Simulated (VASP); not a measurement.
Write the native input for VASP 6.6.1 that does the following.

```yaml
Task: single point
Functional: PBE
Potentials_or_basis: VASP PAW PBE potentials, release 64 (K_sv, Sc_sv, Si)
Cutoff: 520 eV
k_mesh: 3 × 3 × 4
Occupations: gaussian, width 0.1 eV
Spin: no spin polarisation
Dipole_correction: no
Further_INCAR_settings: ALGO = Fast; EDIFF = 1e-07; NBANDS = 42
```

The structure of K2Sc4Si lies in POSCAR:

```
K2Sc4Si
1.0
    5.9931143900      0.0000000000      0.0000000000
   -2.9965572000      5.1901893100      0.0000000000
    0.0000000000      0.0000000000      5.6477234100
K Sc Si
2 4 1
Direct
    0.3333333300      0.6666666700      0.5000000000
    0.6666666700      0.3333333300      0.5000000000
    0.5000000000      0.0000000000      0.0000000000
    0.0000000000      0.5000000000      0.0000000000
    0.5000000000      0.5000000000      0.0000000000
    0.0000000000      0.0000000000      0.5000000000
    0.0000000000      0.0000000000      0.0000000000
```

The cell was built from a structure type or drawn by symmetry, and may not be a known phase.

One way to write it, as run:

INCAR

```
PREC = Accurate
ENCUT = 520
EDIFF = 1E-7
ISMEAR = 0
SIGMA = 0.1
LREAL = F
LASPH = T
NELM = 60
ALGO = Fast
ISIF = 2
LWAVE = F
LCHARG = F
GGA = PE
NBANDS = 42
```

KPOINTS

```
Automatic mesh
0
Gamma
  3 3 4
```

Potentials or basis: VASP PAW PBE potentials, release 64 (K_sv, Sc_sv, Si).

The run is started by

```sh
$ cat potpaw_PBE.64/K_sv/POTCAR potpaw_PBE.64/Sc_sv/POTCAR potpaw_PBE.64/Si/POTCAR > POTCAR
$ mpirun -np 1 vasp_std > vasp.out
```

Results of the run:

```json
{"Pressure": "4.4 GPa", "Band gap on the k mesh": "zero (bands 33 and 34 overlap by 0.82 eV)"}
```

Caveat: the k points lie up to 0.40 Å⁻¹ apart, too coarse for converged energies and pressures of a metal.

Run time: 3.8 min on 1 thread of Intel(R) Xeon(R) Platinum 8259CL CPU @ 2.50GHz (Skylake/Cascade Lake), with other jobs on the host, peak memory 0.33 GiB.
